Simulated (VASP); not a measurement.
Set up this calculation in VASP 6.6.1, as the native input.

- Task: single point
- Functional: PBE
- Potentials or basis: VASP PAW PBE potentials, release 64 (Pb_d, O)
- Cutoff: 520 eV
- k mesh: 4 × 4 × 4
- Occupations: gaussian, width 0.01 eV
- Spin: no spin polarisation
- Dipole correction: no
- Further INCAR settings: ALGO = Normal; EDIFF = 1e-06; NBANDS = 28

The structure of PbO (Litharge) lies in POSCAR:

```
PbO
1.0
    4.0884000000      0.0213400000     -0.0363700000
    0.0213400000      4.0448500000     -0.0006000000
   -0.0456700000     -0.0007600000      4.8219500000
Pb O
2 2
Direct
    0.9951700000      0.5062700000      0.2394100000
    0.4996600000      0.9989200000      0.7588100000
    0.0039900000      0.0062800000      0.9975200000
    0.5013807333      0.5015698930      0.0027803902
```

The input as run:

INCAR

```
SYSTEM = PbO
ALGO = Normal
EDIFF = 1E-6
ENCUT = 520
GGA = PE
ISIF = 2
ISMEAR = 0
LASPH = .TRUE.
LCHARG = .FALSE.
LREAL = .FALSE.
LWAVE = .FALSE.
NBANDS = 28
NELM = 100
PREC = Accurate
SIGMA = 0.01
```

KPOINTS

```
k-points
0
G
  4 4 4
  0 0 0
```

Potentials or basis: VASP PAW PBE potentials, release 64 (Pb_d, O).

Command:

```bash
$ cat potpaw_PBE.64/Pb_d/POTCAR potpaw_PBE.64/O/POTCAR > POTCAR
$ mpirun -np 1 vasp_std > vasp.out
```

Results of the run:

| Quantity | Value |
| --- | --- |
| Pressure | 2.5 GPa |
| Largest force | 0.339 eV/Å |
| Band gap on the k mesh | 1.35 eV, indirect (least direct gap 2.18 eV) |

Caveat: spin-orbit coupling is left out, which moves the levels of the heavy elements.

Run time: 110 s on 1 thread of AMD EPYC 7R13 (shared host), peak memory 0.18 GiB.
